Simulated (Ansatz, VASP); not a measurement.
**Two plane-wave programs on Rh**

File INCAR:

```
SYSTEM = Rh
ALGO = Normal ; EDIFF = 1E-6
ENCUT = 530 ; GGA_COMPAT = .False.
ISIF = 2 ; ISMEAR = -1
LASPH = .True. ; LCHARG = .True.
LELF = .True. ; LREAL = .False.
LVHAR = .True. ; LWAVE = .False.
NBANDS = 14 ; NELM = 120
PREC = Accurate ; SIGMA = 0.1
```

Contents of KPOINTS:

```
k-points
0
Gamma
  16 16 16
  0 0 0
```

Contents of POSCAR:

```
Rh
1.0
   -1.4838548312      1.4838548312      1.4838548312
    1.4838548312     -1.4838548312      1.4838548312
    1.4838548312      1.4838548312     -1.4838548312
Rh
1
Direct
    0.0000000000      0.0000000000      0.0000000000
```

Input for Ansatz:

```yaml
crystal:
  lattice:
    - [-1.4838548312, 1.4838548312, 1.4838548312]
    - [1.4838548312, -1.4838548312, 1.4838548312]
    - [1.4838548312, 1.4838548312, -1.4838548312]
  atoms:
    - { symbol: Rh, position: [0.0, 0.0, 0.0] }
hamiltonian:
  xc: lda
  pseudopotentials:
    kind: paw
    azcp:
      Rh: "pseudopotentials/Rh.paw.azcp"
basis:
  ecutwfc: 420
  fft_grid_basis: typed
kpoints:
  mp_grid: { grid: [16, 16, 16], shift: [0, 0, 0] }
magnetization:
  spin_polarized: false
scf:
  occupations: { method: fermi_dirac, width: 0.1 }
  lower_state_search: "off"
output:
  stress: true
  write_density: true
  write_potential: true
  elf: true
  volumetric_format: npy
```

Alike in both runs: task single point; functional LDA; k mesh 16 × 16 × 16; occupations fermi-dirac, width 0.1 eV; no spin polarisation.

```csv
,VASP,Ansatz
version,VASP 6.6.1,Ansatz 0.2.0
potentials or method,"VASP PAW LDA potentials, release 64 (Rh_sv_GW), cutoff 530 eV","plane waves (420 eV) with PAW, scalar-relativistic"
valence electrons in the cell,17,17
```

|  | VASP | Ansatz | Ansatz less VASP |
| --- | --- | --- | --- |
| pressure (GPa) | 11.0 | 13.0 | +2.00 |

Ansatz warns that its potentials were made for another functional, while VASP's fit it. LDA's correlation is that of Perdew and Zunger in VASP and of Perdew and Wang (1992) in Ansatz.
